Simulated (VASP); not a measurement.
# In3B (Pm-3m) in VASP: a series of runs

Runs on In3B. Level: PBE. Tasks: single point, relaxation of cell and atoms.

All numbers are computed with VASP 6.6.1; they aren't measurements. Logs are shortened: lines on timing, memory, paths and dates and some standing lists are left out, and cuts for length are marked.

### 1 The cell of the first run

It takes space group Pm-3m (No. 221, cubic). Conventional cell: a = 4.456 Å, b = 4.456 Å, c = 4.456 Å, α = 90.00°, β = 90.00°, γ = 90.00°. Within 4.1 Å of In (site symmetry 4/mmm) lie 8 In at 3.15 Å and 4 B at 3.15 Å. B (site symmetry m-3m) has 12 In at 3.15 Å within 4.1 Å.

### 2 Single point, PBE

Input file INCAR:

```
SYSTEM = In3B
  PREC = Accurate
  ENCUT = 520
  EDIFF = 1E-6
  ISMEAR = 0
  SIGMA = 0.1
  LREAL = .False.
  LASPH = .True.
  NELM = 100
  ALGO = Normal
  ISIF = 2
  LWAVE = .False.
  LCHARG = .False.
  GGA = PE
  NBANDS = 29
```

Input file KPOINTS:

```
Automatic mesh
0
Gamma
  10 10 10
  0 0 0
```

Input file POSCAR:

```
In3B
1.0
    4.4564222107      0.0000000000      0.0000000000
    0.0000000000      4.4564222107      0.0000000000
    0.0000000000      0.0000000000      4.4564222107
In B
3 1
Direct
    0.0000000000      0.5000000000      0.5000000000
    0.5000000000      0.0000000000      0.5000000000
    0.5000000000      0.5000000000      0.0000000000
    0.0000000000      0.0000000000      0.0000000000
```

Potentials or basis: VASP PAW PBE potentials, release 64 (In_d, B).

Command:

```sh
$ cat potpaw_PBE.64/In_d/POTCAR potpaw_PBE.64/B/POTCAR > POTCAR
$ mpirun -np 1 vasp_std > vasp.out
```

OUTCAR:

```text
SYSTEM = In3B
   PREC = Accurate
   ENCUT = 520
   EDIFF = 1E-6
   ISMEAR = 0
   LREAL = .False.
   LASPH = .True.
   NELM = 100
   ISIF = 2
   GGA = PE

 ion  position               nearest neighbor table
   1  0.000  0.500  0.500-   2 3.15   3 3.15   3 3.15   2 3.15   2 3.15   3 3.15   3 3.15   2 3.15

   2  0.500  0.000  0.500-   1 3.15   3 3.15   3 3.15   1 3.15   3 3.15   3 3.15   1 3.15   1 3.15

   3  0.500  0.500  0.000-   1 3.15   2 3.15   1 3.15   2 3.15   2 3.15   2 3.15   1 3.15   1 3.15

   4  0.000  0.000  0.000-

  LATTYP: Found a simple cubic cell.
 ALAT       =     4.4564222107

  Lattice vectors:

 A1 = (   4.4564222107,   0.0000000000,   0.0000000000)
 A2 = (   0.0000000000,   4.4564222107,   0.0000000000)
 A3 = (   0.0000000000,   0.0000000000,   4.4564222107)

Analysis of symmetry for initial positions (statically):
=====================================================================
 Subroutine PRICEL returns:
 Original cell was already a primitive cell.

 Routine SETGRP: Setting up the symmetry group for a
 simple cubic supercell.

 Subroutine GETGRP returns: Found 48 space group operations
 (whereof 48 operations were pure point group operations)
 out of a pool of 48 trial point group operations.

The static configuration has the point symmetry O_h .

Analysis of symmetry for dynamics (positions and initial velocities):
=====================================================================
 Subroutine PRICEL returns:
 Original cell was already a primitive cell.

 Routine SETGRP: Setting up the symmetry group for a
 simple cubic supercell.

 Subroutine GETGRP returns: Found 48 space group operations
 (whereof 48 operations were pure point group operations)
 out of a pool of 48 trial point group operations.

The dynamic configuration has the point symmetry O_h .

 Subroutine INISYM returns: Found 48 space group operations
 (whereof 48 operations are pure point group operations),
 and found     1 'primitive' translations

----------------------------------------------------------------------------------------

                                     Primitive cell

  volume of cell :      88.5032

  direct lattice vectors                    reciprocal lattice vectors
     4.456422211  0.000000000  0.000000000     0.224395255  0.000000000  0.000000000
     0.000000000  4.456422211  0.000000000     0.000000000  0.224395255  0.000000000
[... 82 lines left out ...]
   ICHARG =      2    charge: 1-file 2-atom 10-const
   ISPIN  =      1    spin polarized calculation?
   LNONCOLLINEAR =      F non collinear calculations
   LSORBIT =      F    spin-orbit coupling
   LASPH  =      T    aspherical Exc in radial PAW
   ENCUT  =  520.0 eV  38.22 Ry    6.18 a.u.   8.29  8.29  8.29*2*pi/ulx,y,z
   NELM   =    100;   NELMIN=  2; NELMDL= -5     # of ELM steps
   EDIFF  = 0.1E-05   stopping-criterion for ELM
   LREAL  =      F    real-space projection
   EDIFFG = 0.1E-04   stopping-criterion for IOM
   NSW    =      0    number of steps for IOM
   IBRION =     -1    ionic relax: 0-MD 1-quasi-New 2-CG
   NFREE  =      0    steps in history (QN), initial steepest desc. (CG)
   ISIF   =      2    stress and relaxation
   ISYM   =      2    0-nonsym 1-usesym 2-fastsym
   POTIM  = 0.5000    time-step for ionic-motion
   TEBEG  =    0.0;   TEEND  =   0.0 temperature during run
   PSTRESS=    0.0 pullay stress
   NELECT =      42.0000    total number of electrons
   NUPDOWN=      -1.0000    fix difference up-down
   EMIN   =  10.00;   EMAX   =-10.00  energy-range for DOS
   EFERMI =   0.00;   METHOD = LEGACY
   ISMEAR =     0;   SIGMA  =   0.10  broadening in eV -4-tet -1-fermi 0-gaus
   EFERMI_NEDOS =   21; number of points for ismear=-14 and -15
   IALGO  =     38    algorithm
   IMIX   =      4    mixing-type and parameters
     AMIX     =   0.40;   BMIX     =  1.00
     AMIX_MAG =   1.60;   BMIX_MAG =  1.00
  volume/ion in A,a.u.               =      22.13       149.31
  Fermi-wavevector in a.u.,A,eV,Ry     =   1.276943  2.413073 22.185443  1.630584
  Thomas-Fermi vector in A             =   2.409571
   LORBIT       =      0    0 simple, 1 ext, 2 COOP (PROOUT), +10 PAW based schemes
   GGA     = PE    functional components
   LHFCALC =     F    Hartree Fock is set to
   AEXX    =    0.0000 exact exchange contribution
   IVDW    =     0    specifies the selected vdW correction
   LEPSILON=     F    determine dielectric tensor
   LRPA    =     F    only Hartree local field effects (RPA)
 non-spin polarized calculation
 Gauss-broadening in eV      SIGMA  =   0.10
  energy-cutoff  :      520.00
  volume of cell :       88.50
 maximum number of plane-waves:      2411
 NGX is ok and might be reduce to    36
   NGX = 17   NGY = 17   NGZ = 17

 number of electron      42.0000010 magnetization

 Free energy of the ion-electron system (eV)
  ---------------------------------------------------
  ext. energy  EPLUGINS =         0.00000000
  ---------------------------------------------------
  free energy    TOTEN  =       -10.82811109 eV

  energy without entropy =      -10.81620832  energy(sigma->0) =      -10.82215971

 E-fermi :   7.0482     XC(G=0): -10.3560

 val. band max:        7.0445663191   @ k =   0.1000   0.1000   0.1000
 cond. band min:       7.0773087559   @ k =   0.5000   0.4000   0.1000
 fundamental gap:      0.0327424368
 Fermi energy:         7.0482036686

 k-point     1 :       0.0000    0.0000    0.0000
  band No.  band energies     occupation
      1      -7.9016      2.00000
      2      -7.8814      2.00000
      3      -7.8814      2.00000
      4      -7.8814      2.00000
      5      -7.6414      2.00000
      6      -7.6414      2.00000
[... 757 lines left out ...]
     28      12.4183      0.00000
     29      13.5036      0.00000

 [... further k-points ...]
[... 5 lines left out ...]
  --------------------------------------------------------------------------------------
  -------------------------------------------------------------------------------------
  Total       -0.0147531     -0.0147531     -0.0147531      0.0000000     -0.0000000      0.0000000
  in kB       -0.2670761     -0.2670761     -0.2670761      0.0000000     -0.0000000      0.0000000
  external PRESSURE =      -0.2670761 kB  Pullay stress =       0.0000000 kB

 VOLUME and BASIS-vectors are now :
 -----------------------------------------------------------------------------
  energy-cutoff  :      520.00
  volume of cell :       88.50
      direct lattice vectors                 reciprocal lattice vectors
     4.456422211  0.000000000  0.000000000     0.224395255  0.000000000  0.000000000
     0.000000000  4.456422211  0.000000000     0.000000000  0.224395255  0.000000000
     0.000000000  0.000000000  4.456422211     0.000000000  0.000000000  0.224395255

 POSITION                                       TOTAL-FORCE (eV/Angst)
 -----------------------------------------------------------------------------------
      0.00000      2.22821      2.22821         0.000000      0.000000      0.000000
      2.22821      0.00000      2.22821         0.000000      0.000000      0.000000
      2.22821      2.22821      0.00000         0.000000      0.000000      0.000000
      0.00000      0.00000      0.00000         0.000000      0.000000      0.000000
 -----------------------------------------------------------------------------------
    total drift:                                0.000000      0.000000      0.000000

  FREE ENERGIE OF THE ION-ELECTRON SYSTEM (eV)
  ---------------------------------------------------
  free  energy   TOTEN  =       -10.8281110937 eV

  energy  without entropy=      -10.8162083234  energy(sigma->0) =      -10.82215971
```

stdout:

```text
POSCAR found type information on POSCAR InB
 POSCAR found :  2 types and       4 ions
 scaLAPACK will be used
 LDA part: xc-table for (Slater+PW92), standard interpolation
 POSCAR, INCAR and KPOINTS ok, starting setup
 FFT: planning ... GRIDC
 FFT: planning ... GRID_SOFT
 FFT: planning ... GRID
 WAVECAR not read
 entering main loop
```

It took 97 s on 1 thread of Intel Xeon Platinum 8488C (Sapphire Rapids), shared host; peak memory 0.27 GiB.

Results:

- Free energy: -10.8281 eV
- Pressure: 0.0 GPa
- Band gap on the k mesh: zero (band 21 reaches 7.81 eV, above the bottom of band 22 at 3.68 eV)

Caveat: spin-orbit coupling is left out, which moves the levels of the heavy elements.

### 3 Relaxation of cell and atoms, PBE

This run uses another cell than the first one, of 21.82 Å³/atom, 0.986 times its volume.

Input file INCAR:

```
SYSTEM = In3B
  PREC = Accurate
  ENCUT = 600
  EDIFF = 1E-6
  ISMEAR = 0
  SIGMA = 0.1
  LREAL = .FALSE.
  LASPH = .TRUE.
  NELM = 100
  ALGO = Normal
  ISIF = 3
  LWAVE = .FALSE.
  LCHARG = .FALSE.
  GGA = PE
  IBRION = 2
  NSW = 100
  EDIFFG = -0.005
```

Input file KPOINTS:

```
Automatic mesh
0
G
  10 10 10
  0 0 0
```

Input file POSCAR:

```
In3B
1.0
    4.4358895317      0.0000000000      0.0000000000
    0.0000000000      4.4358895317      0.0000000000
    0.0000000000      0.0000000000      4.4358895317
In B
3 1
Direct
    0.0000000000      0.5000000000      0.5000000000
    0.5000000000      0.0000000000      0.5000000000
    0.5000000000      0.5000000000      0.0000000000
    0.0000000000      0.0000000000      0.0000000000
```

Potentials or basis: VASP PAW PBE potentials, release 64 (In_d, B).

Command:

```sh
$ cat potpaw_PBE.64/In_d/POTCAR potpaw_PBE.64/B/POTCAR > POTCAR
$ mpirun -np 1 vasp_std > vasp.out
```

Run time: 2.4 min. Hardware: 1 thread of Intel Xeon Platinum 8488C (Sapphire Rapids), shared host; peak memory 0.29 GiB.

It converged, with:

```yaml
Free_energy: -10.8281 eV
Relaxed_volume: 22.12 Å³/atom
Relaxed_cell: a = 4.456 Å, b = 4.456 Å, c = 4.456 Å, α = 90.00°, β = 90.00°, γ = 90.00°
Space_group_after_relaxing_to_0.05_Å: Pm-3m (No. 221)
Energy_gained_by_relaxing: 0.6 meV/atom
Ionic_steps: 3
Pressure_after_relaxing: 0.0 GPa
Band_gap_on_the_k_mesh: zero (band 21 reaches 7.81 eV, above the bottom of band 22 at 3.68 eV)
```

Step by step:
```csv
step,energy change (eV),largest force (eV/Å),pressure (GPa),volume (Å³)
1,0.0000,0.0000,0.62,87.29
2,-0.0024,0.0000,0.08,88.35
3,-0.0025,0.0000,0.03,88.49
```

Final structure:
```
In B
1.0
     4.45613    0.00000    0.00000
     0.00000    4.45613    0.00000
     0.00000    0.00000    4.45613
In B
3 1
Direct
  0.00000 0.50000 0.50000
  0.50000 0.00000 0.50000
  0.50000 0.50000 0.00000
  0.00000 0.00000 0.00000
```

Levels at points of the mesh, in eV from the Fermi level:
```
           k point  band 19  band 20  band 21  band 22  band 23  band 24
(0.00, 0.00, 0.00)    -2.28    -2.28    -1.26    -1.26     2.73     2.73
(0.50, 0.00, 0.00)    -0.46    -0.37    -0.37     0.13     0.13     0.94
(0.50, 0.50, 0.00)    -5.76     0.70     0.76     1.59     1.59     2.31
(0.50, 0.50, 0.50)    -4.02    -3.91    -3.37    -3.37    -3.37     5.12
```

Caveat: spin-orbit coupling is left out, which moves the levels of the heavy elements.

### 4 Single point, PBE

This run uses another cell than the first one, of 15.60 Å³/atom, 0.705 times its volume.

Input file INCAR:

```
SYSTEM = In3B
PREC = Accurate ; ENCUT = 520
EDIFF = 1E-6 ; ISMEAR = 0
SIGMA = 0.1 ; LREAL = .False.
LASPH = .True. ; NELM = 100
ALGO = Normal ; ISIF = 2
LWAVE = .False. ; LCHARG = .False.
GGA = PE ; NBANDS = 29
```

Input file KPOINTS:

```
Automatic mesh
0
Gamma
  4 4 4
  0 0 0
```

Input file POSCAR:

```
In3B
1.0
    3.9667532468      0.0000000000      0.0000000000
    0.0000000000      3.9667532468      0.0000000000
    0.0000000000      0.0000000000      3.9667532468
In B
3 1
Direct
    0.0000000000      0.5000000000      0.5000000000
    0.5000000000      0.0000000000      0.5000000000
    0.5000000000      0.5000000000      0.0000000000
    0.0000000000      0.0000000000      0.0000000000
```

Potentials or basis: VASP PAW PBE potentials, release 64 (In_d, B).

Command:

```sh
$ cat potpaw_PBE.64/In_d/POTCAR potpaw_PBE.64/B/POTCAR > POTCAR
$ mpirun -np 1 vasp_std > vasp.out
```

OUTCAR:

```text
SYSTEM = In3B
   PREC = Accurate
   ENCUT = 520
   EDIFF = 1E-6
   ISMEAR = 0
   LREAL = .False.
   LASPH = .True.
   NELM = 100
   ISIF = 2
   GGA = PE

 ion  position               nearest neighbor table
   1  0.000  0.500  0.500-   2 2.80   3 2.80   4 2.80   3 2.80   4 2.80   2 2.80   4 2.80   4 2.80
                             2 2.80   3 2.80   3 2.80   2 2.80
   2  0.500  0.000  0.500-   1 2.80   3 2.80   4 2.80   3 2.80   4 2.80   1 2.80   3 2.80   3 2.80
                             1 2.80   4 2.80   4 2.80   1 2.80
   3  0.500  0.500  0.000-   1 2.80   2 2.80   4 2.80   1 2.80   2 2.80   2 2.80   4 2.80   2 2.80
                             1 2.80   4 2.80   1 2.80   4 2.80
   4  0.000  0.000  0.000-   1 2.80   2 2.80   3 2.80   1 2.80   2 2.80   1 2.80   3 2.80   1 2.80
                             2 2.80   3 2.80   2 2.80   3 2.80

  LATTYP: Found a simple cubic cell.
 ALAT       =     3.9667532468

  Lattice vectors:

 A1 = (   3.9667532468,   0.0000000000,   0.0000000000)
 A2 = (   0.0000000000,   3.9667532468,   0.0000000000)
 A3 = (   0.0000000000,   0.0000000000,   3.9667532468)

Analysis of symmetry for initial positions (statically):
=====================================================================
 Subroutine PRICEL returns:
 Original cell was already a primitive cell.

 Routine SETGRP: Setting up the symmetry group for a
 simple cubic supercell.

 Subroutine GETGRP returns: Found 48 space group operations
 (whereof 48 operations were pure point group operations)
 out of a pool of 48 trial point group operations.

The static configuration has the point symmetry O_h .

Analysis of symmetry for dynamics (positions and initial velocities):
=====================================================================
 Subroutine PRICEL returns:
 Original cell was already a primitive cell.

 Routine SETGRP: Setting up the symmetry group for a
 simple cubic supercell.

 Subroutine GETGRP returns: Found 48 space group operations
 (whereof 48 operations were pure point group operations)
 out of a pool of 48 trial point group operations.

The dynamic configuration has the point symmetry O_h .

 Subroutine INISYM returns: Found 48 space group operations
 (whereof 48 operations are pure point group operations),
[... 109 lines left out ...]
   LORBIT       =      0    0 simple, 1 ext, 2 COOP (PROOUT), +10 PAW based schemes
   GGA     = PE    functional components
   LHFCALC =     F    Hartree Fock is set to
   AEXX    =    0.0000 exact exchange contribution
   IVDW    =     0    specifies the selected vdW correction
   LEPSILON=     F    determine dielectric tensor
   LRPA    =     F    only Hartree local field effects (RPA)
 non-spin polarized calculation
 Gauss-broadening in eV      SIGMA  =   0.10
  energy-cutoff  :      520.00
  volume of cell :       62.42
 maximum number of plane-waves:      1743
 NGX is ok and might be reduce to    30
   NGX = 15   NGY = 15   NGZ = 15

 number of electron      42.0000050 magnetization

 Free energy of the ion-electron system (eV)
  ---------------------------------------------------
  ext. energy  EPLUGINS =         0.00000000
  ---------------------------------------------------
  free energy    TOTEN  =        -8.52831193 eV

  energy without entropy =       -8.51973061  energy(sigma->0) =       -8.52402127

 E-fermi :  11.5821     XC(G=0): -12.0862

 val. band max:       11.4955414700   @ k =   0.5000   0.0000   0.0000
 cond. band min:      11.8917575540   @ k =   0.2500   0.0000   0.0000
 fundamental gap:      0.3962160840
 Fermi energy:        11.5820725721

 k-point     1 :       0.0000    0.0000    0.0000
  band No.  band energies     occupation
      1      -4.6434      2.00000
      2      -4.4373      2.00000
      3      -4.4373      2.00000
      4      -4.4373      2.00000
      5      -3.9499      2.00000
      6      -3.9499      2.00000
[... 309 lines left out ...]
     28      24.6780      0.00000
     29      24.6790      0.00000

------------------------ aborting loop because EDIFF is reached ----------------------------------------

  FORCE on cell =-STRESS in cart. coord.  units (eV):
  Direction    XX          YY          ZZ          XY          YZ          ZX
  --------------------------------------------------------------------------------------
  -------------------------------------------------------------------------------------
  Total       14.8673831     14.8673831     14.8673831      0.0000000      0.0000000      0.0000000
  in kB      381.6274065    381.6274065    381.6274065      0.0000000      0.0000000      0.0000000
  external PRESSURE =     381.6274065 kB  Pullay stress =       0.0000000 kB

 VOLUME and BASIS-vectors are now :
 -----------------------------------------------------------------------------
  energy-cutoff  :      520.00
  volume of cell :       62.42
      direct lattice vectors                 reciprocal lattice vectors
     3.966753247  0.000000000  0.000000000     0.252095338  0.000000000  0.000000000
     0.000000000  3.966753247  0.000000000     0.000000000  0.252095338  0.000000000
     0.000000000  0.000000000  3.966753247     0.000000000  0.000000000  0.252095338

 POSITION                                       TOTAL-FORCE (eV/Angst)
 -----------------------------------------------------------------------------------
      0.00000      1.98338      1.98338         0.000000      0.000000      0.000000
      1.98338      0.00000      1.98338         0.000000      0.000000      0.000000
      1.98338      1.98338      0.00000         0.000000      0.000000      0.000000
      0.00000      0.00000      0.00000         0.000000      0.000000      0.000000
 -----------------------------------------------------------------------------------
    total drift:                                0.000000      0.000000     -0.000000

  FREE ENERGIE OF THE ION-ELECTRON SYSTEM (eV)
  ---------------------------------------------------
  free  energy   TOTEN  =        -8.5283119333 eV

  energy  without entropy=       -8.5197306128  energy(sigma->0) =       -8.52402127
```

It took 14 s on 1 thread of Intel Xeon Platinum 8488C (Sapphire Rapids), shared host; peak memory 0.17 GiB.

What came out:

```yaml
Free_energy: -8.5283 eV
Pressure: 38.2 GPa
Band_gap_on_the_k_mesh: zero (band 21 reaches 13.08 eV, above the bottom of band 22 at 7.72 eV)
```

Caveat: the k points lie up to 0.40 Å⁻¹ apart; spin-orbit coupling is left out, which moves the levels of the heavy elements.

### 5 Summary

```tsv
task	cell	k mesh	cutoff (eV)	gap on the mesh (eV)	pressure (GPa)
single point	a = 4.456 Å, 4 atoms	10 × 10 × 10	520	none	0.0
relaxation of cell and atoms	relaxed from a = 4.436 Å, 4 atoms	10 × 10 × 10	600	none	0.0
single point	a = 3.967 Å, 4 atoms	4 × 4 × 4	520	none	38.2
```

Alike in all rows: level PBE; potentials or basis VASP PAW PBE potentials, release 64 (In_d, B); no spin polarisation; smearing gaussian 0.1 eV.

Caveats: some runs use coarse meshes; spin-orbit coupling is left out, which moves the levels of the heavy elements.

Absolute energies hang on the potentials; compare differences alone.
